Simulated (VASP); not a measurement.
Input of a VASP 6.6.1 run:

Contents of INCAR:

```
PREC = Accurate ; ENCUT = 520
EDIFF = 1E-6 ; ISMEAR = 1
SIGMA = 0.6 ; LREAL = F
LASPH = T ; NELM = 80
ALGO = Normal ; ISIF = 2
LWAVE = F ; LCHARG = F
GGA = CA ; NBANDS = 18
```

KPOINTS

```
Automatic mesh
0
Gamma
  11 11 11
```

Contents of POSCAR:

```
Yb
1.0
    0.0000000000      2.4569516026      2.4569516026
    2.4569516026      0.0000000000      2.4569516026
    2.4569516026      2.4569516026      0.0000000000
Yb
1
Direct
    0.0000000000      0.0000000000      0.0000000000
```

Potentials or basis: VASP PAW PBE potentials, release 64 (Yb).

Command:

```sh
$ cat potpaw_PBE.64/Yb/POTCAR > POTCAR
$ mpirun -np 1 vasp_std > vasp.out
```

Q: Predict the band gap on the k mesh.

A: Zero (bands 12 and 13 overlap by 0.11 eV).

Q: Predict the pressure.

A: -2.2 GPa.

Caveat: so wide a smearing shifts energies and pressures; the PAW data sets were made with another functional, which shifts forces and pressure a little; spin-orbit coupling is left out, which moves the levels of the heavy elements. Spin polarisation is off, so any magnetic state and its effect on volume and gap are missing.
